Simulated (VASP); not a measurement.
Runs of VASP 6.6.1 on Y5AlN6. The structure is that of space group P4/mmm (No. 123), or close to it. The cells are those of the table. 

```tsv
task	cell	k mesh	cutoff (eV)	gap on the mesh (eV)	pressure (GPa)	largest force (eV/Å)
single point	a = 3.435, b = 3.435, c = 14.261 Å, 12 atoms	6 × 6 × 1	520	(b)	-0.4	0.03
single point	a = 3.431, b = 3.431, c = 14.247 Å, 12 atoms	6 × 6 × 2	520	0.20	0.0	0.03
relaxation of cell and atoms	relaxed from a = 3.589, b = 3.589, c = 15.225 Å, 12 atoms	6 × 6 × 1	600	0.22	0.0	0.03
single point	a = 3.589, b = 3.589, c = 15.225 Å, 12 atoms	6 × 6 × 1	520	(a)	-17.9	1.07
```

Alike in all rows: level PBE; potentials or basis VASP PAW PBE potentials, release 64 (Y_sv, Al, N); no spin polarisation; smearing gaussian 0.1 eV.

Question: Estimate the missing entries.

Answer: (a) 0.43; (b) 0.21.

Caveats: some runs use coarse meshes; forces of over 1 eV/Å act on the atoms, so gaps and moduli don't describe the material at rest (some runs).

A k mesh can miss the band edges, and the runs leave out spin-orbit coupling on Y.
